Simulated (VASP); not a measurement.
A run of VASP 6.6.1:

The input INCAR:

```
ALGO = Normal
EDIFF = 1E-6
ENCUT = 520
GGA = PE
ISIF = 2
ISMEAR = 0
LASPH = T
LCHARG = F
LREAL = F
LWAVE = F
NBANDS = 26
NELM = 60
PREC = Accurate
SIGMA = 0.1
```

KPOINTS

```
k-points
0
Gamma
  6 6 6
```

The input POSCAR:

```
Cr2W
1.0
    4.3984979626      0.0000000000      0.0000000000
   -2.1992489813      3.8092109741      0.0000000000
    0.0000000000      0.0000000000      2.4330216226
Cr W
2 1
Direct
    0.3333333333      0.6666666667      0.5000000000
    0.6666666667      0.3333333333      0.5000000000
    0.0000000000      0.0000000000      0.0000000000
```

Potentials or basis: VASP PAW PBE potentials, release 64 (Cr_pv, W_sv).

Launch:

```sh
$ cat potpaw_PBE.64/Cr_pv/POTCAR potpaw_PBE.64/W_sv/POTCAR > POTCAR
$ mpirun -np 1 vasp_std > vasp.out
```

Hardware: 1 thread of Oxide Virtual Turin-like Processor, with other jobs on the host.

Q: Estimate the wall time of this run.

A: Wall time 35 s on 1 thread of Oxide Virtual Turin-like Processor (shared host), peak memory 0.14 GiB. Counts: scf iterations 14, k points 28.
